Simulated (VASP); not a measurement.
# MoS2 (P6_3/mmc) in VASP: a series of runs

Runs on MoS2. Level: LDA+U. Tasks: single point.

Everything below comes from runs of VASP 6.6.1. Logs are shortened: lines on timing, memory, paths and dates and some standing lists are left out, and cuts for length are marked.

## Step 1: The cell of the first run

Symmetry: P6_3/mmc, No. 194, hexagonal system. The conventional cell has a = 3.161 Å, b = 3.161 Å, c = 12.295 Å, α = 90.00°, β = 90.00°, γ = 120.00°. Within 3.2 Å of Mo (site symmetry -6m2) lie 6 S at 2.37 Å and 6 Mo at 3.16 Å. Within 3.2 Å of S (site symmetry 3m) lie 3 Mo at 2.37 Å and 7 S at 3.01 to 3.16 Å.

## Step 2: Single point, LDA+U, collinear spin

INCAR

```
PREC     = Accurate       # precision mode
ENCUT    = 500            # plane-wave cutoff, eV
EDIFF    = 1E-6           # SCF threshold, eV
ISMEAR   = 0              # smearing method
SIGMA    = 0.05           # smearing width, eV
LREAL    = F              # projectors in reciprocal space
LASPH    = T              # aspherical terms in the spheres
NELM     = 200            # most SCF steps
ALGO     = Normal         # electronic algorithm
ISIF     = 2              # what is computed and relaxed
LWAVE    = F              # write WAVECAR
LCHARG   = F              # write CHGCAR
ISPIN    = 2              # spin polarisation
MAGMOM   = 1.43 1.43 -0.03 -0.03 -0.03 -0.03 # initial moments
LORBIT   = 11             # projections on sites
NUPDOWN  = 3.6            # fixed moment
LMAXMIX  = 4              # l up to which the mixer works
LDAU     = T              # DFT+U
LDAUTYPE = 2            
LDAUL    = 2 -1           # shell
LDAUU    = 4 0            # U, eV
LDAUJ    = 0 0          
LDAUPRINT= 1            
GGA      = CA             # functional
NBANDS   = 39             # bands
GGA_COMPAT= F
```

KPOINTS

```
Automatic mesh
0
Gamma
  7 7 2
```

POSCAR

```
MoS2
1.0
    3.1610015200      0.0000000000      0.0000000000
   -1.5805007600      2.7375076200      0.0000000000
    0.0000000000      0.0000000000     12.2949997000
Mo S
2 4
Direct
    0.3333333333      0.6666666667      0.2500000000
    0.6666666667      0.3333333333      0.7500000000
    0.3333333333      0.6666666667      0.6275000000
    0.6666666667      0.3333333333      0.1275000000
    0.3333333333      0.6666666667      0.8725000000
    0.6666666667      0.3333333333      0.3725000000
```

Potentials or basis: VASP PAW LDA potentials, release 64 (Mo_sv, S).

Started as:

```
cat potpaw_LDA.64/Mo_sv/POTCAR potpaw_LDA.64/S/POTCAR > POTCAR
mpirun -np 1 vasp_std > vasp.out
```

OUTCAR:

```text
PREC = Accurate
   ENCUT = 500
   EDIFF = 1E-6
   ISMEAR = 0
   LREAL = F
   LASPH = T
   NELM = 200
   ISIF = 2
   ISPIN = 2
   LORBIT = 11
   NUPDOWN = 3.6
   GGA = CA

 ion  position               nearest neighbor table
   1  0.333  0.667  0.250-   4 2.37   6 2.37   4 2.37   6 2.37   4 2.37   6 2.37
   2  0.667  0.333  0.750-   3 2.37   5 2.37   3 2.37   5 2.37   3 2.37   5 2.37
   3  0.333  0.667  0.627-   2 2.37   2 2.37   2 2.37
   4  0.667  0.333  0.127-   1 2.37   1 2.37   1 2.37
   5  0.333  0.667  0.873-   2 2.37   2 2.37   2 2.37
   6  0.667  0.333  0.373-   1 2.37   1 2.37   1 2.37

  LATTYP: Found a hexagonal cell.
 ALAT       =     3.1610015200
 C/A-ratio  =     3.8895899360

  Lattice vectors:

 A1 = (   3.1610015200,   0.0000000000,   0.0000000000)
 A2 = (  -1.5805007600,   2.7375076200,   0.0000000000)
 A3 = (   0.0000000000,   0.0000000000,  12.2949997000)

Analysis of symmetry for initial positions (statically):
=====================================================================
 Subroutine PRICEL returns:
 Original cell was already a primitive cell.

 Routine SETGRP: Setting up the symmetry group for a
 hexagonal supercell.

 Subroutine GETGRP returns: Found 24 space group operations
 (whereof 12 operations were pure point group operations)
 out of a pool of 24 trial point group operations.

The static configuration has the point symmetry D_3d.
 The point group associated with its full space group is D_6h.

Analysis of symmetry for dynamics (positions and initial velocities):
=====================================================================
 Subroutine PRICEL returns:
 Original cell was already a primitive cell.

 Routine SETGRP: Setting up the symmetry group for a
 hexagonal supercell.

 Subroutine GETGRP returns: Found 24 space group operations
 (whereof 12 operations were pure point group operations)
 out of a pool of 24 trial point group operations.

The dynamic configuration has the point symmetry D_3d.
 The point group associated with its full space group is D_6h.

Analysis of structural, dynamic, and magnetic symmetry:
=====================================================================
 Subroutine PRICEL returns:
 Original cell was already a primitive cell.

 Routine SETGRP: Setting up the symmetry group for a
 hexagonal supercell.

 Subroutine GETGRP returns: Found 24 space group operations
 (whereof 12 operations were pure point group operations)
 out of a pool of 24 trial point group operations.

The overall configuration has the point symmetry D_3d.
 The point group associated with its full space group is D_6h.

 Subroutine INISYM returns: Found 24 space group operations
 (whereof 12 operations are pure point group operations),
 and found     1 'primitive' translations

----------------------------------------------------------------------------------------

                                     Primitive cell

  volume of cell :     106.3919

  direct lattice vectors                    reciprocal lattice vectors
     3.161001520  0.000000000  0.000000000     0.316355432  0.182647893  0.000000000
    -1.580500760  2.737507620  0.000000000     0.000000000  0.365295787  0.000000000
     0.000000000  0.000000000 12.294999700     0.000000000  0.000000000  0.081333878
[... 152 lines left out ...]
  o =  0.3564  v =  0.0000  0.0000  0.0000  0.0000  0.0000  0.0000 -1.0000  0.0000  0.0000  0.0000      0.0000  0.0000  0.0000  0.0000  0.0000  0.0000  0.0000  0.0000  0.0000  0.0000
  o =  0.4087  v =  0.0000 -0.0000 -0.0000 -1.0000  0.0000  0.0000  0.0000  0.0000  0.0000  0.0000      0.0000  0.0000  0.0000  0.0000  0.0000  0.0000  0.0000  0.0000  0.0000  0.0000
  o =  0.4087  v =  0.0000 -1.0000  0.0000  0.0000  0.0000  0.0000  0.0000  0.0000  0.0000  0.0000      0.0000  0.0000  0.0000  0.0000  0.0000  0.0000  0.0000  0.0000  0.0000  0.0000
  o =  0.6231  v =  1.0000  0.0000  0.0000  0.0000  0.0000  0.0000  0.0000  0.0000  0.0000  0.0000      0.0000  0.0000  0.0000  0.0000  0.0000  0.0000  0.0000  0.0000  0.0000  0.0000
  o =  0.6231  v =  0.0000 -0.0000  0.0000  0.0000 -1.0000  0.0000  0.0000  0.0000  0.0000  0.0000      0.0000  0.0000  0.0000  0.0000  0.0000  0.0000  0.0000  0.0000  0.0000  0.0000
  o =  0.7684  v =  0.0000  0.0000  1.0000  0.0000  0.0000  0.0000  0.0000  0.0000  0.0000  0.0000      0.0000  0.0000  0.0000  0.0000  0.0000  0.0000  0.0000  0.0000  0.0000  0.0000

atom =   2  type =  1  l = 2

 onsite density matrix

spin component  1

  0.6231  0.0000  0.0000 -0.0000  0.0000
  0.0000  0.4087  0.0000 -0.0000  0.0000
  0.0000  0.0000  0.7684 -0.0000  0.0000
 -0.0000 -0.0000 -0.0000  0.4087 -0.0000
  0.0000  0.0000  0.0000 -0.0000  0.6231

spin component  2

  0.2028 -0.0000 -0.0000 -0.0000 -0.0000
 -0.0000  0.3564 -0.0000 -0.0000  0.0000
 -0.0000 -0.0000  0.1240 -0.0000  0.0000
 -0.0000 -0.0000 -0.0000  0.3564  0.0000
 -0.0000  0.0000  0.0000  0.0000  0.2028

 occupancies and eigenvectors

  o =  0.1240  v =  0.0000  0.0000  0.0000  0.0000  0.0000 -0.0000  0.0000 -1.0000  0.0000  0.0000      0.0000  0.0000  0.0000  0.0000  0.0000  0.0000  0.0000  0.0000  0.0000  0.0000
  o =  0.2028  v =  0.0000  0.0000  0.0000  0.0000  0.0000  0.9994 -0.0000  0.0000  0.0000  0.0353      0.0000  0.0000  0.0000  0.0000  0.0000  0.0000  0.0000  0.0000  0.0000  0.0000
  o =  0.2028  v =  0.0000  0.0000  0.0000  0.0000  0.0000  0.0353  0.0000 -0.0000 -0.0000 -0.9994      0.0000  0.0000  0.0000  0.0000  0.0000  0.0000  0.0000  0.0000  0.0000  0.0000
  o =  0.3564  v =  0.0000  0.0000  0.0000  0.0000  0.0000 -0.0000  0.0000 -0.0000  1.0000  0.0000      0.0000  0.0000  0.0000  0.0000  0.0000  0.0000  0.0000  0.0000  0.0000  0.0000
  o =  0.3564  v =  0.0000  0.0000  0.0000  0.0000  0.0000  0.0000 -1.0000 -0.0000  0.0000 -0.0000      0.0000  0.0000  0.0000  0.0000  0.0000  0.0000  0.0000  0.0000  0.0000  0.0000
  o =  0.4087  v =  0.0000 -0.0000 -0.0000 -1.0000 -0.0000  0.0000  0.0000  0.0000  0.0000  0.0000      0.0000  0.0000  0.0000  0.0000  0.0000  0.0000  0.0000  0.0000  0.0000  0.0000
  o =  0.4087  v =  0.0000 -1.0000  0.0000  0.0000  0.0000  0.0000  0.0000  0.0000  0.0000  0.0000      0.0000  0.0000  0.0000  0.0000  0.0000  0.0000  0.0000  0.0000  0.0000  0.0000
  o =  0.6231  v =  0.0000 -0.0000  0.0000  0.0000 -1.0000  0.0000  0.0000  0.0000  0.0000  0.0000      0.0000  0.0000  0.0000  0.0000  0.0000  0.0000  0.0000  0.0000  0.0000  0.0000
  o =  0.6231  v =  1.0000  0.0000  0.0000  0.0000  0.0000  0.0000  0.0000  0.0000  0.0000  0.0000      0.0000  0.0000  0.0000  0.0000  0.0000  0.0000  0.0000  0.0000  0.0000  0.0000
  o =  0.7684  v =  0.0000  0.0000  1.0000  0.0000  0.0000  0.0000  0.0000  0.0000  0.0000  0.0000      0.0000  0.0000  0.0000  0.0000  0.0000  0.0000  0.0000  0.0000  0.0000  0.0000

 number of electron      51.9999985 magnetization       3.5999206

 Free energy of the ion-electron system (eV)
  ---------------------------------------------------
  ext. energy  EPLUGINS =         0.00000000
  ---------------------------------------------------
  free energy    TOTEN  =       -36.10521894 eV

  energy without entropy =      -36.09518274  energy(sigma->0) =      -36.10020084

 E-fermi :   6.8814     XC(G=0): -11.0779

 val. band max:        8.4480893189   @ k =   0.4286   0.0000   0.5000
 cond. band min:       6.9803316099   @ k =   0.2857   0.1429   0.0000
 fundamental gap:     -1.4677577090
 Fermi energy:         8.4507775299

 spin component 1

 k-point     1 :       0.0000    0.0000    0.0000
  band No.  band energies     occupation
      1     -54.0447      1.00000
      2     -54.0447      1.00000
      3     -28.4587      1.00000
      4     -28.4586      1.00000
      5     -28.2575      1.00000
      6     -28.2575      1.00000
[... 645 lines left out ...]
     37      14.9594      0.00000
     38      14.9594      0.00000
 Fermi energy:         6.8813722287

 spin component 2

 k-point     1 :       0.0000    0.0000    0.0000
  band No.  band energies     occupation
      1     -53.0992      1.00000
      2     -53.0992      1.00000
      3     -27.5210      1.00000
      4     -27.5209      1.00000
      5     -27.2265      1.00000
      6     -27.2265      1.00000
[... 645 lines left out ...]
     37      15.3588      0.00000
     38      15.3588      0.00000
 [bands above 38 left out]

------------------------ aborting loop because EDIFF is reached ----------------------------------------

  FORCE on cell =-STRESS in cart. coord.  units (eV):
  Direction    XX          YY          ZZ          XY          YZ          ZX
  --------------------------------------------------------------------------------------
  -------------------------------------------------------------------------------------
  Total       11.7245877     11.7245877      7.3757333      0.0000000     -0.0000000      0.0000000
  in kB      176.5629589    176.5629592    111.0726725      0.0000000     -0.0000000      0.0000000
  external PRESSURE =     154.7328635 kB  Pullay stress =       0.0000000 kB

 VOLUME and BASIS-vectors are now :
 -----------------------------------------------------------------------------
  energy-cutoff  :      500.00
  volume of cell :      106.39
      direct lattice vectors                 reciprocal lattice vectors
     3.161001520  0.000000000  0.000000000     0.316355432  0.182647893  0.000000000
    -1.580500760  2.737507620  0.000000000     0.000000000  0.365295787  0.000000000
     0.000000000  0.000000000 12.294999700     0.000000000  0.000000000  0.081333878

 POSITION                                       TOTAL-FORCE (eV/Angst)
 -----------------------------------------------------------------------------------
     -0.00000      1.82501      3.07375        -0.000000      0.000000      0.000000
      1.58050      0.91250      9.22125         0.000000     -0.000000      0.000000
     -0.00000      1.82501      7.71511        -0.000000      0.000000     -1.437806
      1.58050      0.91250      1.56761         0.000000      0.000000     -1.437806
     -0.00000      1.82501     10.72739        -0.000000     -0.000000      1.437806
      1.58050      0.91250      4.57989         0.000000      0.000000      1.437806
 -----------------------------------------------------------------------------------
    total drift:                               -0.000000      0.000000     -0.000000

  FREE ENERGIE OF THE ION-ELECTRON SYSTEM (eV)
  ---------------------------------------------------
  free  energy   TOTEN  =       -36.1052189418 eV

  energy  without entropy=      -36.0951827384  energy(sigma->0) =      -36.10020084

 total charge

# of ion       s       p       d       tot
------------------------------------------
    1        2.324   6.244   4.018  12.586
    2        2.324   6.244   4.018  12.586
    3        1.361   2.378   0.000   3.738
    4        1.361   2.378   0.000   3.738
    5        1.361   2.378   0.000   3.738
    6        1.361   2.378   0.000   3.738
--------------------------------------------------
tot         10.090  21.999   8.036  40.125

 magnetization (x)

# of ion       s       p       d       tot
------------------------------------------
    1        0.023   0.014   1.578   1.616
    2        0.023   0.014   1.578   1.616
    3        0.002  -0.013   0.000  -0.011
    4        0.002  -0.013   0.000  -0.011
    5        0.002  -0.013   0.000  -0.011
    6        0.002  -0.013   0.000  -0.011
--------------------------------------------------
tot          0.056  -0.025   3.155   3.187
```

It took 3 min on 1 thread of Intel Xeon 8259CL, shared host; peak memory 0.25 GiB.

Results:

* Free energy: -36.1052 eV
* Pressure: 15.5 GPa
* Largest force: 1.438 eV/Å
* Net moment: 3.60 μB per cell
* Site moments: Mo +1.62; S -0.01 μB
* Valence electrons inside the program's atomic spheres: Mo 12.59; S 3.74

Forces on the atoms (eV/Å):
```
Mo   0.000  0.000  0.000
Mo   0.000  0.000  0.000
S    0.000  0.000 -1.438
S    0.000  0.000 -1.438
S    0.000  0.000  1.438
S    0.000  0.000  1.438
```

Eigenvalues of the final occupation matrices:
| site | spin | trace | eigenvalues |
| --- | --- | --- | --- |
| site 1 d | 1 | 2.83 | 0.41 0.41 0.62 0.62 0.77 |
| site 1 d | 2 | 1.24 | 0.12 0.20 0.20 0.36 0.36 |
| site 2 d | 1 | 2.83 | 0.41 0.41 0.62 0.62 0.77 |
| site 2 d | 2 | 1.24 | 0.12 0.20 0.20 0.36 0.36 |

Caveat: the cell stands under pressure; the total moment is fixed, so each spin has its own Fermi level; forces of over 1 eV/Å act on the atoms, so gaps and moduli don't describe the material at rest.

## Step 3: Single point, LDA+U, collinear spin, zero start

INCAR

```
SYSTEM = MoS2
PREC     = Accurate       ! precision mode
ENCUT    = 500            ! plane-wave cutoff, eV
EDIFF    = 1E-6           ! SCF threshold, eV
ISMEAR   = 0              ! smearing method
SIGMA    = 0.05           ! smearing width, eV
LREAL    = .False.        ! projectors in reciprocal space
LASPH    = .True.         ! aspherical terms in the spheres
NELM     = 200            ! most SCF steps
ALGO     = Normal         ! electronic algorithm
ISIF     = 2              ! what is computed and relaxed
LWAVE    = .False.        ! write WAVECAR
LCHARG   = .False.        ! write CHGCAR
ISPIN    = 2              ! spin polarisation
MAGMOM   = 0 0 0 0 0 0    ! initial moments
LORBIT   = 11             ! projections on sites
LMAXMIX  = 4              ! l up to which the mixer works
LDAU     = .True.         ! DFT+U
LDAUTYPE = 2            
LDAUL    = 2 -1           ! shell
LDAUU    = 4 0            ! U, eV
LDAUJ    = 0 0          
LDAUPRINT= 1            
NBANDS   = 39             ! bands
GGA_COMPAT= .False.
```

KPOINTS

```
regular mesh
0
Gamma
  7 7 2
  0 0 0
```

POSCAR is that of step 2.

Potentials or basis: VASP PAW LDA potentials, release 64 (Mo_sv, S).

Started as:

```
cat potpaw_LDA.64/Mo_sv/POTCAR potpaw_LDA.64/S/POTCAR > POTCAR
mpirun -np 1 vasp_std > vasp.out
```

It took 2.7 min on 1 thread of Intel Xeon 8259CL, shared host; peak memory 0.25 GiB.

The run converged. Its results:

- Free energy: -39.2227 eV
- Pressure: 3.6 GPa
- Largest force: 1.037 eV/Å
- Band gap on the k mesh: 0.95 eV (least direct gap 2.01 eV)
- Net moment: 0.00 μB per cell
- Valence electrons inside the program's atomic spheres: Mo 12.53; S 3.72

Forces on the atoms (eV/Å):
```
Mo   0.000  0.000  0.000
Mo   0.000  0.000  0.000
S    0.000  0.000 -1.037
S    0.000  0.000 -1.037
S    0.000  0.000  1.037
S    0.000  0.000  1.037
```

Stress tensor (GPa, compression positive):
```
1.26 0.00 0.00
0.00 1.26 0.00
0.00 0.00 8.25
```

Levels at points of the mesh, in eV from the valence-band top:
Spin up:
```csv
k point,band 23,band 24,band 25,band 26,band 27,band 28,band 29,band 30
"(0.00, 0.00, 0.00)",-2.49,-1.32,-1.19,0.00,2.01,2.01,2.02,2.02
"(0.00, 0.00, 0.50)",-2.51,-2.51,-0.29,-0.29,2.01,2.01,2.01,2.01
```
Spin down:
| k point | band 23 | band 24 | band 25 | band 26 | band 27 | band 28 | band 29 | band 30 |
| --- | --- | --- | --- | --- | --- | --- | --- | --- |
| (0.00, 0.00, 0.00) | -2.49 | -1.32 | -1.19 | 0.00 | 2.01 | 2.01 | 2.02 | 2.02 |
| (0.00, 0.00, 0.50) | -2.51 | -2.51 | -0.29 | -0.29 | 2.01 | 2.01 | 2.01 | 2.01 |

Eigenvalues of the final occupation matrices:
```tsv
site	spin	trace	eigenvalues
site 1 d	1	2.01	0.39 0.39 0.40 0.40 0.43
site 1 d	2	2.01	0.39 0.39 0.40 0.40 0.43
site 2 d	1	2.01	0.39 0.39 0.40 0.40 0.43
site 2 d	2	2.01	0.39 0.39 0.40 0.40 0.43
```

Caveat: the cell stands under pressure; an odd mesh through Γ misses points on the zone boundary, where band edges can lie; forces of over 1 eV/Å act on the atoms, so gaps and moduli don't describe the material at rest.
